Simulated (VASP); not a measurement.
The system is SiNi3.

```
CELL_PARAMETERS angstrom
3.54200 0.00000 0.00000
0.00000 3.54200 0.00000
0.00000 0.00000 3.54200
ATOMIC_POSITIONS crystal
Ni 0.50000 0.50000 0.00000
Ni 0.50000 0.00000 0.50000
Ni 0.00000 0.50000 0.50000
Si 0.00000 0.00000 0.00000
```

Base run:

| Quantity | Value |
| --- | --- |
| Program | VASP 6.6.1 |
| Functional | PBEsol |
| Potentials or basis | VASP PAW PBE potentials, release 64 (Ni, Si) |
| Cutoff | 520 eV |
| k mesh | 6 × 6 × 6 |
| Occupations | fermi-dirac, width 0.05 eV |
| Spin | collinear spin, ferromagnetic start |
| Starting moments | [1.0, 1.0, 1.0, 0.0] μB |
| Fixed moment | 3 μB |

Its results: pressure -6.3 GPa; site moments Ni +0.90; Si +0.13 μB.

**Question.** After a change of settings the same cell gave: pressure -9.4 GPa; site moments Ni +0.69; Si +0.06 μB. Which change was it?
A. fixed moment from 3 μB to 2.2 μB; moments at the start from [1.0, 1.0, 1.0, 0.0] to [0.73, 0.73, 0.73, 0.0]
B. functional from PBEsol to PBE; further incar settings from ALGO = Normal; EDIFF = 1e-07; NBANDS = 29 to ALGO = Normal; EDIFF = 1e-06; NBANDS = 29
C. fixed moment from 3 μB to 6 μB; moments at the start from [1.0, 1.0, 1.0, 0.0] to [2.0, 2.0, 2.0, 0.0]
D. fixed moment from 3 μB to 0.8 μB; moments at the start from [1.0, 1.0, 1.0, 0.0] to [0.27, 0.27, 0.27, 0.0]

**Answer.** A.

Caveats: the cell stands under tension; the PAW data sets were made with another functional, which shifts forces and pressure a little; the total moment is fixed, so each spin has its own Fermi level.
